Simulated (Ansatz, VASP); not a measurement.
MgO: VASP beside Ansatz

```
Mg O
1.0
     1.46886    2.54414    2.67979
    -1.46886   -2.54414    2.67979
     4.40659   -2.54414    0.00000
Mg O
4 4
Direct
  0.55306 0.44694 0.96462
  0.25000 0.75000 0.50000
  0.75000 0.25000 0.50000
  0.00000 0.00000 0.00000
  0.75000 0.75000 0.33333
  0.50000 0.00000 0.83333
  0.00000 0.50000 0.83333
  0.25000 0.25000 0.33333
```

Alike in both runs: task single point; functional PBE; k mesh 6 × 6 × 6; occupations gaussian, width 0.05 eV; no spin polarisation.

```csv
,VASP,Ansatz
version,VASP 6.6.1,Ansatz 0.2.0
potentials or method,"VASP PAW PBE potentials, release 64 (Mg, O), cutoff 520 eV","scalar-relativistic, plane waves, PAW"
valence electrons in the cell,32,64
```

```tsv
	VASP	Ansatz	Ansatz less VASP
gap on the k mesh at the Fermi level (eV)	2.62	2.64	+0.026
least direct gap on the mesh (eV)	2.77	2.80	+0.025
pressure (GPa)	2.7	3.3	+0.57
traceless stress, the component that is largest in VASP (GPa)	2.01	1.91	-0.099
rms of the force components (eV/Å)	0.943	0.931	-0.0115
```

Atom by atom the forces differ by 0.012 eV/Å (rms over components). With one functional, cell and mesh, what is left measures potentials, basis and numerics. VASP's potentials hold 32 valence electrons a cell and Ansatz's 64, so a difference there can come from the potentials and not from the codes.
